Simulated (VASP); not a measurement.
# Cr (Pm-3m) in VASP: a series of runs, part 2 of 2

VASP 6.6.1. Earlier steps stand in the parts before.

## (3) Single point, PBEsol, collinear spin, ferromagnetic start (volume scaled by 0.52)

File INCAR:

```
ALGO = Normal ; EDIFF = 1E-7
ENCUT = 520 ; GGA = PS
ISIF = 2 ; ISMEAR = -1
ISPIN = 2 ; LASPH = True
LCHARG = False ; LMAXMIX = 4
LORBIT = 11 ; LREAL = False
LWAVE = False ; MAGMOM = 2
NBANDS = 16 ; NELM = 150
PREC = Accurate ; SIGMA = 0.1
```

File KPOINTS:

```
k-points
0
Gamma
  16 16 16
```

File POSCAR:

```
Cr
1.0
    1.8571510384      0.0000000000      0.0000000000
    0.0000000000      1.8571510384      0.0000000000
    0.0000000000      0.0000000000      1.8571510384
Cr
1
Direct
    0.0000000000      0.0000000000      0.0000000000
```

Potentials or basis: VASP PAW PBE potentials, release 64 (Cr_pv).

Started as:

```
cat potpaw_PBE.64/Cr_pv/POTCAR > POTCAR
mpirun -np 1 vasp_std > vasp.out
```

OUTCAR:

```text
EDIFF = 1E-7
   ENCUT = 520
   GGA = PS
   ISIF = 2
   ISMEAR = -1
   ISPIN = 2
   LASPH = True
   LORBIT = 11
   LREAL = False
   NELM = 150
   PREC = Accurate

 ion  position               nearest neighbor table
   1  0.000  0.000  0.000-

  LATTYP: Found a simple cubic cell.
 ALAT       =     1.8571510384

  Lattice vectors:

 A1 = (   1.8571510384,   0.0000000000,   0.0000000000)
 A2 = (   0.0000000000,   1.8571510384,   0.0000000000)
 A3 = (   0.0000000000,   0.0000000000,   1.8571510384)

Analysis of symmetry for initial positions (statically):
=====================================================================
 Subroutine PRICEL returns:
 Original cell was already a primitive cell.

 Routine SETGRP: Setting up the symmetry group for a
 simple cubic supercell.

 Subroutine GETGRP returns: Found 48 space group operations
 (whereof 48 operations were pure point group operations)
 out of a pool of 48 trial point group operations.

The static configuration has the point symmetry O_h .

Analysis of symmetry for dynamics (positions and initial velocities):
=====================================================================
[... 187 lines left out ...]
      5      14.0749      1.00000
      6      14.0749      1.00000
[... 435 lines left out ...]
      5      18.0394      1.00000
      6      19.3659      1.00000
[... 8 lines left out ...]
     15      66.9194      0.00000
     16      67.4098      0.00000

 [... further k-points ...]

 spin component 2

 k-point     1 :       0.0000    0.0000    0.0000
  band No.  band energies     occupation
      1     -19.3113      1.00000
      2     -19.3113      1.00000
      3     -19.3113      1.00000
      4      13.2409      1.00000
      5      14.0749      1.00000
      6      14.0749      1.00000
[... 435 lines left out ...]
      5      18.0395      1.00000
      6      19.3659      1.00000
[... 8 lines left out ...]
     15      66.9195      0.00000
     16      67.4098      0.00000

 [... further k-points ...]
[... 5 lines left out ...]
  --------------------------------------------------------------------------------------
  -------------------------------------------------------------------------------------
  Total       22.1411455     22.1411455     22.1411455      0.0000000      0.0000000      0.0000000
  in kB     5538.2045532   5538.2045532   5538.2045532      0.0000000      0.0000000      0.0000000
  external PRESSURE =    5538.2045532 kB  Pullay stress =       0.0000000 kB

 VOLUME and BASIS-vectors are now :
 -----------------------------------------------------------------------------
  energy-cutoff  :      520.00
  volume of cell :        6.41
      direct lattice vectors                 reciprocal lattice vectors
     1.857151038  0.000000000  0.000000000     0.538459166  0.000000000  0.000000000
     0.000000000  1.857151038  0.000000000     0.000000000  0.538459166  0.000000000
     0.000000000  0.000000000  1.857151038     0.000000000  0.000000000  0.538459166

 POSITION                                       TOTAL-FORCE (eV/Angst)
 -----------------------------------------------------------------------------------
      0.00000      0.00000      0.00000         0.000000      0.000000      0.000000
 -----------------------------------------------------------------------------------
    total drift:                               -0.000000     -0.000000     -0.000000

  FREE ENERGIE OF THE ION-ELECTRON SYSTEM (eV)
  ---------------------------------------------------
  free  energy   TOTEN  =        -3.5381391573 eV

  energy  without entropy=       -3.5129743202  energy(sigma->0) =       -3.52555674

 total charge

# of ion       s       p       d       tot
------------------------------------------
    1        0.608   6.771   5.944  13.323

 magnetization (x)

# of ion       s       p       d       tot
------------------------------------------
    1       -0.000   0.000   0.000   0.000
```

Wall time 8.4 s (1 thread of Intel Xeon 6975P-C (Granite Rapids), shared host); peak memory 0.13 GiB.

Results:

```
Free energy            : -3.5381 eV
Pressure               : 553.8 GPa
Band gap on the k mesh : zero (filled and empty bands overlap)
Net moment             : 0.00 μB per cell
```

Levels at points of the mesh, in eV from the Fermi level:
Spin up:
```csv
k point,band 4,band 5,band 6,band 7,band 8,band 9
"(0.00, 0.00, 0.00)",-8.57,-7.74,-7.74,5.73,5.73,5.73
"(0.50, 0.00, 0.00)",-5.84,-3.68,0.39,0.39,0.93,6.25
"(0.50, 0.50, 0.00)",-11.80,-2.87,1.63,1.63,7.91,8.99
"(0.50, 0.50, 0.50)",-8.07,-8.07,-8.07,7.78,9.30,9.30
```
Spin down:
| k point | band 2 | band 3 | band 4 | band 5 | band 6 | band 7 | band 8 | band 9 | band 10 | band 11 |
| --- | --- | --- | --- | --- | --- | --- | --- | --- | --- | --- |
| (0.00, 0.00, 0.00) | -41.12 | -41.12 | -8.57 | -7.74 | -7.74 | 5.73 | 5.73 | 5.73 | 8.14 | 30.41 |
| (0.50, 0.00, 0.00) | -40.47 | -40.47 | -5.84 | -3.68 | 0.39 | 0.39 | 0.93 | 6.25 | 8.03 | 17.09 |
| (0.50, 0.50, 0.00) | -46.22 | -39.87 | -11.80 | -2.87 | 1.63 | 1.63 | 7.91 | 8.99 | 13.02 | 13.02 |
| (0.50, 0.50, 0.50) | -45.16 | -45.16 | -8.07 | -8.07 | -8.07 | 7.78 | 9.30 | 9.30 | 10.47 | 30.09 |

Caveat: the starting moments collapsed, and a magnetic state may lie lower; the PAW data sets were made with another functional, which shifts forces and pressure a little.

## (4) Single point, PBEsol, collinear spin, ferromagnetic start (volume scaled by 0.6)

File INCAR:

```
SYSTEM = Cr
PREC = Accurate
ENCUT = 520
EDIFF = 1E-6
ISMEAR = -1
SIGMA = 0.1
LREAL = .False.
LASPH = .True.
NELM = 150
ALGO = Normal
ISIF = 2
LWAVE = .False.
LCHARG = .False.
ISPIN = 2
MAGMOM = 2
LORBIT = 11
LMAXMIX = 4
GGA = PS
NBANDS = 16
```

File KPOINTS:

```
Automatic mesh
0
Gamma
  16 16 16
  0 0 0
```

File POSCAR:

```
Cr
1.0
    1.9478844669      0.0000000000      0.0000000000
    0.0000000000      1.9478844669      0.0000000000
    0.0000000000      0.0000000000      1.9478844669
Cr
1
Direct
    0.0000000000      0.0000000000      0.0000000000
```

Potentials or basis: VASP PAW PBE potentials, release 64 (Cr_pv).

Started as:

```
cat potpaw_PBE.64/Cr_pv/POTCAR > POTCAR
mpirun -np 1 vasp_std > vasp.out
```

OUTCAR:

```text
SYSTEM = Cr
   PREC = Accurate
   ENCUT = 520
   EDIFF = 1E-6
   ISMEAR = -1
   LREAL = .False.
   LASPH = .True.
   NELM = 150
   ISIF = 2
   ISPIN = 2
   LORBIT = 11
   GGA = PS

 ion  position               nearest neighbor table
   1  0.000  0.000  0.000-

  LATTYP: Found a simple cubic cell.
 ALAT       =     1.9478844669

  Lattice vectors:

 A1 = (   1.9478844669,   0.0000000000,   0.0000000000)
 A2 = (   0.0000000000,   1.9478844669,   0.0000000000)
[... 1120 lines left out ...]
  --------------------------------------------------------------------------------------
  -------------------------------------------------------------------------------------
  Total       14.5015923     14.5015923     14.5015923      0.0000000     -0.0000000      0.0000000
  in kB     3143.6681085   3143.6681085   3143.6681085      0.0000000     -0.0000000      0.0000000
  external PRESSURE =    3143.6681085 kB  Pullay stress =       0.0000000 kB

 VOLUME and BASIS-vectors are now :
 -----------------------------------------------------------------------------
  energy-cutoff  :      520.00
  volume of cell :        7.39
      direct lattice vectors                 reciprocal lattice vectors
     1.947884467  0.000000000  0.000000000     0.513377470  0.000000000  0.000000000
     0.000000000  1.947884467  0.000000000     0.000000000  0.513377470  0.000000000
     0.000000000  0.000000000  1.947884467     0.000000000  0.000000000  0.513377470

 POSITION                                       TOTAL-FORCE (eV/Angst)
 -----------------------------------------------------------------------------------
      0.00000      0.00000      0.00000         0.000000      0.000000      0.000000
 -----------------------------------------------------------------------------------
    total drift:                               -0.000000     -0.000000     -0.000000

  FREE ENERGIE OF THE ION-ELECTRON SYSTEM (eV)
  ---------------------------------------------------
  free  energy   TOTEN  =        -6.1393004848 eV

  energy  without entropy=       -6.1118137469  energy(sigma->0) =       -6.12555712

 total charge

# of ion       s       p       d       tot
------------------------------------------
    1        0.577   6.638   5.475  12.689

 magnetization (x)

# of ion       s       p       d       tot
------------------------------------------
    1       -0.000   0.000   0.000   0.000
```

stdout:

```text
POSCAR found type information on POSCAR Cr
 POSCAR found :  1 types and       1 ions
 scaLAPACK will be used
 -----------------------------------------------------------------------------
|                                                                             |
|                                                                             |
|     You enforced a specific xc type in the INCAR file but a different       |
|     I HOPE YOU KNOW WHAT YOU ARE DOING!                                     |
|                                                                             |
 -----------------------------------------------------------------------------

 LDA part: xc-table for (Slater+PW92), standard interpolation
 POSCAR, INCAR and KPOINTS ok, starting setup
 FFT: planning ... GRIDC
 FFT: planning ... GRID_SOFT
 FFT: planning ... GRID
 WAVECAR not read
 entering main loop
```

Wall time 8.2 s (1 thread of Intel Xeon 6975P-C (Granite Rapids), shared host); peak memory 0.14 GiB.

Results:

```
Free energy            : -6.1393 eV
Pressure               : 314.4 GPa
Band gap on the k mesh : zero (filled and empty bands overlap)
Net moment             : 0.00 μB per cell
```

Caveat: the starting moments collapsed, and a magnetic state may lie lower; the PAW data sets were made with another functional, which shifts forces and pressure a little.
